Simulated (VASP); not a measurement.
Wanted: the native input for a VASP 6.6.1 run.

| Property | Result |
| --- | --- |
| Task | single point |
| Functional | PBE |
| Potentials or basis | VASP PAW PBE potentials, release 64 (Si, Bi_d, Te) |
| Cutoff | 520 eV |
| k mesh | 4 × 4 × 4 |
| Occupations | gaussian, width 0.1 eV |
| Spin | no spin polarisation |
| Dipole correction | no |
| Further INCAR settings | ALGO = Normal; EDIFF = 1e-06; NBANDS = 26 |

The structure of Si2BiTe2 lies in POSCAR:

```
Si2BiTe2
1.0
   -3.0214205579      3.0214205579      4.2125442430
    3.0214205579     -3.0214205579      4.2125442430
    3.0214205579      3.0214205579     -4.2125442430
Si Bi Te
2 1 2
Direct
    0.1349626046      0.1349626046      0.0000000000
    0.8650373954      0.8650373954      0.0000000000
    0.5000000000      0.5000000000      0.0000000000
    0.5000000000      0.0000000000      0.5000000000
    0.0000000000      0.5000000000      0.5000000000
```

These files were run (other wordings do the same):

INCAR

```
PREC = Accurate
ENCUT = 520
EDIFF = 1E-6
ISMEAR = 0
SIGMA = 0.1
LREAL = False
LASPH = True
NELM = 80
ALGO = Normal
ISIF = 2
LWAVE = False
LCHARG = False
GGA = PE
NBANDS = 26
```

KPOINTS

```
regular mesh
0
Gamma
  4 4 4
```

Potentials or basis: VASP PAW PBE potentials, release 64 (Si, Bi_d, Te).

Command:

```sh
$ cat potpaw_PBE.64/Si/POTCAR potpaw_PBE.64/Bi_d/POTCAR potpaw_PBE.64/Te/POTCAR > POTCAR
$ mpirun -np 1 vasp_std > vasp.out
```

It gave:

The pressure is -0.1 GPa and the largest force is 0.012 eV/Å.

Caveat: the k points lie up to 0.37 Å⁻¹ apart.

Wall time 28 s on 1 thread of Intel(R) Xeon(R) 6975P-C (Granite Rapids), with other jobs on the host, peak memory 0.34 GiB.
